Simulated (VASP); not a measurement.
# TlAs2 (P4/nmm) in VASP: single point with PBE

Aim: the single point of TlAs2 with PBE.

Program: VASP 6.6.1. These are calculated values, not measurements. Logs are shortened: lines on timing, memory, paths and dates and some standing lists are left out, and cuts for length are marked.

## (1) The cell of the first run

The structure is tetragonal, space group P4/nmm (No. 129). Conventional cell: a = 5.016 Å, b = 5.016 Å, c = 6.881 Å, α = 90.00°, β = 90.00°, γ = 90.00°. Within 4.3 Å of Tl (site symmetry 4mm) lie 10 As at 3.23 to 3.77 Å and 4 Tl at 4.27 Å. Within 3.6 Å of As (site symmetry -4m2) lie 8 As at 2.69 to 3.55 Å and 4 Tl at 3.37 Å. Within 3.8 Å of As (site symmetry 4mm) lie 4 As at 2.69 Å and 6 Tl at 3.23 to 3.77 Å.

## (2) Single point, PBE

The input, INCAR:

```
PREC = Accurate ; ENCUT = 520
EDIFF = 1E-6 ; ISMEAR = 0
SIGMA = 0.1 ; LREAL = F
LASPH = T ; NELM = 80
ALGO = Fast ; ISIF = 2
LWAVE = F ; LCHARG = F
GGA = PE ; NBANDS = 32
```

The input, KPOINTS:

```
Automatic mesh
0
Gamma
  8 8 6
```

The input, POSCAR:

```
TlAs2
1.0
    5.0164201950      0.0000000000      0.0000000000
    0.0000000000      5.0164201950      0.0000000000
    0.0000000000      0.0000000000      6.8809283736
Tl As
2 4
Direct
    0.0000000000      0.5000000000      0.6731709806
    0.5000000000      0.0000000000      0.3268290194
    0.0000000000      0.0000000000      0.0000000000
    0.5000000000      0.5000000000      0.0000000000
    0.0000000000      0.5000000000      0.1426552928
    0.5000000000      0.0000000000      0.8573447072
```

Potentials or basis: VASP PAW PBE potentials, release 64 (Tl_d, As).

Command:

```sh
$ cat potpaw_PBE.64/Tl_d/POTCAR potpaw_PBE.64/As/POTCAR > POTCAR
$ mpirun -np 1 vasp_std > vasp.out
```

OUTCAR:

```text
PREC = Accurate
   ENCUT = 520
   EDIFF = 1E-6
   ISMEAR = 0
   LREAL = F
   LASPH = T
   NELM = 80
   ISIF = 2
   GGA = PE

 ion  position               nearest neighbor table
   1  0.000  0.500  0.673-   5 3.23   4 3.37   3 3.37   3 3.37   4 3.37
   2  0.500  0.000  0.327-   6 3.23   4 3.37   3 3.37   4 3.37   3 3.37
   3  0.000  0.000  0.000-   5 2.69   6 2.69   5 2.69   6 2.69   1 3.37   1 3.37   2 3.37   2 3.37

   4  0.500  0.500  0.000-   5 2.69   6 2.69   6 2.69   5 2.69   2 3.37   1 3.37   1 3.37   2 3.37

   5  0.000  0.500  0.143-   3 2.69   4 2.69   3 2.69   4 2.69   1 3.23
   6  0.500  0.000  0.857-   3 2.69   4 2.69   4 2.69   3 2.69   2 3.23

  LATTYP: Found a simple tetragonal cell.
 ALAT       =     5.0164201950
 C/A-ratio  =     1.3716810208

  Lattice vectors:

 A1 = (   5.0164201950,   0.0000000000,   0.0000000000)
 A2 = (   0.0000000000,   5.0164201950,   0.0000000000)
 A3 = (   0.0000000000,   0.0000000000,   6.8809283736)

Analysis of symmetry for initial positions (statically):
=====================================================================
 Subroutine PRICEL returns:
 Original cell was already a primitive cell.

 Routine SETGRP: Setting up the symmetry group for a
 simple tetragonal supercell.

 Subroutine GETGRP returns: Found 16 space group operations
 (whereof  8 operations were pure point group operations)
 out of a pool of 16 trial point group operations.

The static configuration has the point symmetry D_2d.
 The point group associated with its full space group is D_4h.

Analysis of symmetry for dynamics (positions and initial velocities):
=====================================================================
 Subroutine PRICEL returns:
 Original cell was already a primitive cell.

 Routine SETGRP: Setting up the symmetry group for a
 simple tetragonal supercell.

 Subroutine GETGRP returns: Found 16 space group operations
 (whereof  8 operations were pure point group operations)
 out of a pool of 16 trial point group operations.

The dynamic configuration has the point symmetry D_2d.
 The point group associated with its full space group is D_4h.

 Subroutine INISYM returns: Found 16 space group operations
 (whereof  8 operations are pure point group operations),
 and found     1 'primitive' translations

----------------------------------------------------------------------------------------

                                     Primitive cell

  volume of cell :     173.1549

  direct lattice vectors                    reciprocal lattice vectors
     5.016420195  0.000000000  0.000000000     0.199345342  0.000000000  0.000000000
     0.000000000  5.016420195  0.000000000     0.000000000  0.199345342  0.000000000
     0.000000000  0.000000000  6.880928374     0.000000000  0.000000000  0.145329227

  length of vectors
     5.016420195  5.016420195  6.880928374     0.199345342  0.199345342  0.145329227

  position of ions in fractional coordinates (direct lattice)
     0.000000000  0.500000000  0.673170981
     0.500000000  0.000000000  0.326829019
     0.000000000  0.000000000  0.000000000
     0.500000000  0.500000000  0.000000000
     0.000000000  0.500000000  0.142655293
     0.500000000  0.000000000  0.857344707

  ion indices of the primitive-cell ions
   primitive index   ion index
                 1           1
                 2           2
                 3           3
                 4           4
                 5           5
                 6           6

----------------------------------------------------------------------------------------

 KPOINTS: Automatic mesh

Automatic generation of k-mesh.
 Grid dimensions read from file:
 generate k-points for:    8    8    6

 Generating k-lattice:

  Cartesian coordinates                     Fractional coordinates (reciprocal lattice)
     0.024918168  0.000000000  0.000000000     0.125000000  0.000000000  0.000000000
     0.000000000  0.024918168  0.000000000     0.000000000  0.125000000  0.000000000
     0.000000000  0.000000000  0.024221538     0.000000000  0.000000000  0.166666667

  Length of vectors
     0.024918168  0.024918168  0.024221538

  Shift w.r.t. Gamma in fractional coordinates (k-lattice)
     0.000000000  0.000000000  0.000000000

 Subroutine IBZKPT returns following result:
 ===========================================

 Found     60 irreducible k-points:

 Following reciprocal coordinates:
            Coordinates               Weight
  0.000000  0.000000  0.000000      1.000000
  0.125000  0.000000  0.000000      4.000000
  0.250000  0.000000  0.000000      4.000000
  0.375000  0.000000  0.000000      4.000000
  0.500000  0.000000  0.000000      2.000000
  0.125000  0.125000  0.000000      4.000000
[... 16 lines left out ...]
  0.375000  0.125000  0.166667     16.000000
  0.500000  0.125000  0.166667      8.000000
 [... further k-points ...]
   k-points           NKPTS =     60   k-points in BZ     NKDIM =     60   number of bands    NBANDS=     32
   number of dos      NEDOS =    301   number of ions     NIONS =      6
   total plane-waves  NPLWV =  86400
   dimension x,y,z NGX =    40 NGY =   40 NGZ =   54
   dimension x,y,z NGXF=    80 NGYF=   80 NGZF=  108
   ions per type =               2   4
   NGX,Y,Z   is equivalent  to a cutoff of  13.26, 13.26, 13.05 a.u.
   NGXF,Y,Z  is equivalent  to a cutoff of  26.51, 26.51, 26.09 a.u.
 SYSTEM =  unknown system
   PREC   = accura    normal or accurate (medium, high low for compatibility)
   ISTART =      0    job   : 0-new  1-cont  2-samecut
   ICHARG =      2    charge: 1-file 2-atom 10-const
   ISPIN  =      1    spin polarized calculation?
   LNONCOLLINEAR =      F non collinear calculations
   LSORBIT =      F    spin-orbit coupling
   LASPH  =      T    aspherical Exc in radial PAW
   ENCUT  =  520.0 eV  38.22 Ry    6.18 a.u.   9.33  9.33 12.79*2*pi/ulx,y,z
   NELM   =     80;   NELMIN=  2; NELMDL= -5     # of ELM steps
   EDIFF  = 0.1E-05   stopping-criterion for ELM
   LREAL  =      F    real-space projection
   EDIFFG = 0.1E-04   stopping-criterion for IOM
   NSW    =      0    number of steps for IOM
   IBRION =     -1    ionic relax: 0-MD 1-quasi-New 2-CG
   NFREE  =      0    steps in history (QN), initial steepest desc. (CG)
   ISIF   =      2    stress and relaxation
   ISYM   =      2    0-nonsym 1-usesym 2-fastsym
   POTIM  = 0.5000    time-step for ionic-motion
   TEBEG  =    0.0;   TEEND  =   0.0 temperature during run
   PSTRESS=    0.0 pullay stress
   NELECT =      46.0000    total number of electrons
   NUPDOWN=      -1.0000    fix difference up-down
   EMIN   =  10.00;   EMAX   =-10.00  energy-range for DOS
   EFERMI =   0.00;   METHOD = LEGACY
   ISMEAR =     0;   SIGMA  =   0.10  broadening in eV -4-tet -1-fermi 0-gaus
   EFERMI_NEDOS =   21; number of points for ismear=-14 and -15
   IALGO  =     68    algorithm
   IMIX   =      4    mixing-type and parameters
     AMIX     =   0.40;   BMIX     =  1.00
     AMIX_MAG =   1.60;   BMIX_MAG =  1.00
  volume/ion in A,a.u.               =      28.86       194.75
  Fermi-wavevector in a.u.,A,eV,Ry     =   1.052404  1.988755 15.069189  1.107554
  Thomas-Fermi vector in A             =   2.187485
   LORBIT       =      0    0 simple, 1 ext, 2 COOP (PROOUT), +10 PAW based schemes
   GGA     = PE    functional components
   LHFCALC =     F    Hartree Fock is set to
   AEXX    =    0.0000 exact exchange contribution
   IVDW    =     0    specifies the selected vdW correction
   LEPSILON=     F    determine dielectric tensor
   LRPA    =     F    only Hartree local field effects (RPA)
 non-spin polarized calculation
 RMM-DIIS sequential band-by-band and
 Gauss-broadening in eV      SIGMA  =   0.10
  energy-cutoff  :      520.00
  volume of cell :      173.15
 maximum number of plane-waves:      4692
 NGX is ok and might be reduce to    40
   NGX = 19   NGY = 19   NGZ = 25

 number of electron      46.0000009 magnetization

 Free energy of the ion-electron system (eV)
  ---------------------------------------------------
  ext. energy  EPLUGINS =         0.00000000
  ---------------------------------------------------
  free energy    TOTEN  =       -22.41914574 eV

  energy without entropy =      -22.40575934  energy(sigma->0) =      -22.41245254

 E-fermi :   4.3032     XC(G=0):  -9.0296

 val. band max:        4.2809027308   @ k =   0.2500   0.1250   0.3333
 cond. band min:       4.3346436433   @ k =   0.3750   0.3750   0.0000
 fundamental gap:      0.0537409125
 Fermi energy:         4.3031864379

 k-point     1 :       0.0000    0.0000    0.0000
  band No.  band energies     occupation
      1      -9.5989      2.00000
      2      -7.4632      2.00000
      3      -7.4321      2.00000
      4      -7.3629      2.00000
      5      -7.3532      2.00000
      6      -7.3532      2.00000
[... 24 lines left out ...]
     31       8.5142      0.00000
     32       8.6054      0.00000

 k-point     2 :       0.1250    0.0000    0.0000
  band No.  band energies     occupation
      1      -9.5180      2.00000
      2      -7.4791      2.00000
      3      -7.4291      2.00000
      4      -7.3641      2.00000
      5      -7.3529      2.00000
      6      -7.3517      2.00000
[... 24 lines left out ...]
     31       8.5414      0.00000
     32       9.0356      0.00000
[... 733 lines left out ...]
     31       8.4193      0.00000
     32       8.6987      0.00000

 k-point    24 :       0.5000    0.1250    0.1667
  band No.  band energies     occupation
      1      -8.3124      2.00000
      2      -8.3124      2.00000
      3      -7.3706      2.00000
      4      -7.3706      2.00000
      5      -7.3560      2.00000
      6      -7.3560      2.00000
[... 24 lines left out ...]
     31       8.3074      0.00000
     32       8.3074      0.00000

 [... further k-points ...]

------------------------ aborting loop because EDIFF is reached ----------------------------------------

  FORCE on cell =-STRESS in cart. coord.  units (eV):
  Direction    XX          YY          ZZ          XY          YZ          ZX
  --------------------------------------------------------------------------------------
  -------------------------------------------------------------------------------------
  Total        0.0509391      0.0509391      0.0230964      0.0000000      0.0000000      0.0000000
  in kB        0.4713320      0.4713320      0.2137072      0.0000000      0.0000000      0.0000000
  external PRESSURE =       0.3854571 kB  Pullay stress =       0.0000000 kB

 VOLUME and BASIS-vectors are now :
 -----------------------------------------------------------------------------
  energy-cutoff  :      520.00
  volume of cell :      173.15
      direct lattice vectors                 reciprocal lattice vectors
     5.016420195  0.000000000  0.000000000     0.199345342  0.000000000  0.000000000
     0.000000000  5.016420195  0.000000000     0.000000000  0.199345342  0.000000000
     0.000000000  0.000000000  6.880928374     0.000000000  0.000000000  0.145329227

 POSITION                                       TOTAL-FORCE (eV/Angst)
 -----------------------------------------------------------------------------------
      0.00000      2.50821      4.63204         0.000000      0.000000     -0.001017
      2.50821      0.00000      2.24889        -0.000000      0.000000      0.001017
      0.00000      0.00000      0.00000        -0.000000      0.000000      0.000000
      2.50821      2.50821      0.00000        -0.000000     -0.000000      0.000000
      0.00000      2.50821      0.98160         0.000000     -0.000000      0.016426
      2.50821      0.00000      5.89933        -0.000000      0.000000     -0.016426
 -----------------------------------------------------------------------------------
    total drift:                               -0.000000      0.000000      0.000000

  FREE ENERGIE OF THE ION-ELECTRON SYSTEM (eV)
  ---------------------------------------------------
  free  energy   TOTEN  =       -22.4191457384 eV

  energy  without entropy=      -22.4057593398  energy(sigma->0) =      -22.41245254
```

Wall time 7 min (1 thread of Oxide Virtual Turin-like, shared host); peak memory 0.42 GiB.

Results:

| Quantity | Value |
| --- | --- |
| Free energy | -22.4191 eV |
| Pressure | 0.0 GPa |
| Largest force | 0.016 eV/Å |
| Band gap on the k mesh | zero (bands 23 and 24 overlap by 1.05 eV) |

Forces in eV/Å, atoms in the order of the input:
```
Tl   0.000  0.000 -0.001
Tl   0.000  0.000  0.001
As   0.000  0.000  0.000
As   0.000  0.000  0.000
As   0.000  0.000  0.016
As   0.000  0.000 -0.016
```

Levels at points of the mesh, in eV from the Fermi level:
```csv
k point,band 19,band 20,band 21,band 22,band 23,band 24,band 25,band 26,band 27,band 28
"(0.00, 0.00, 0.00)",-2.73,-2.73,-1.80,-1.25,-1.03,0.68,1.02,1.02,2.00,2.00
"(0.50, 0.00, 0.00)",-3.49,-3.49,-1.47,-1.47,0.13,0.13,1.68,1.68,2.88,2.88
"(0.50, 0.50, 0.00)",-3.39,-3.39,-0.57,-0.57,0.39,0.39,1.80,1.80,1.91,1.91
"(0.00, 0.00, 0.50)",-2.76,-2.76,-1.69,-1.08,-0.89,0.18,0.18,0.21,3.33,3.34
"(0.50, 0.00, 0.50)",-2.27,-2.27,-1.49,-1.49,0.04,0.04,1.15,1.15,1.35,1.35
"(0.50, 0.50, 0.50)",-1.96,-1.96,0.39,0.39,0.58,0.58,1.05,1.05,1.24,1.24
```

Caveat: spin-orbit coupling is left out, which moves the levels of the heavy elements.

The gap in the log of VASP goes by the Fermi energy; the results here count the filled bands.